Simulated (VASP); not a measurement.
PN, 2 atoms in the cell. It takes space group Pmmm (No. 47, orthorhombic). Conventional cell: a = 2.348 Å, b = 2.913 Å, c = 3.344 Å, α = 90.00°, β = 90.00°, γ = 90.00°. P (site symmetry mmm) has 2 N at 1.67 Å within 2.2 Å. Within 2.2 Å of N (site symmetry mmm) lie 2 P at 1.67 Å. 

* Program: VASP 6.6.1
* Task: single point
* Functional: PBE
* Dispersion: D3(BJ)
* Potentials or basis: VASP PAW PBE potentials, release 64 (P, N)
* Cutoff: 520 eV
* k mesh: 18 × 14 × 12
* Occupations: fermi-dirac, width 0.15 eV
* Spin: no spin polarisation
* Dipole correction: no
* Further INCAR settings: ALGO = Normal; EDIFF = 1e-06; NBANDS = 12

Potentials or basis: VASP PAW PBE potentials, release 64 (P, N).

Command:

```sh
$ cat potpaw_PBE.64/P/POTCAR potpaw_PBE.64/N/POTCAR > POTCAR
$ mpirun -np 1 vasp_std > vasp.out
```

Hardware: 1 thread of Intel(R) Xeon(R) 6975P-C (Granite Rapids), on a shared host.

Question: Estimate the wall time of this run.

Answer: Run time: 61 s on 1 thread of Intel(R) Xeon(R) 6975P-C (Granite Rapids), with other jobs on the host, peak memory 0.25 GiB. Counts: scf iterations 13, k points 560.
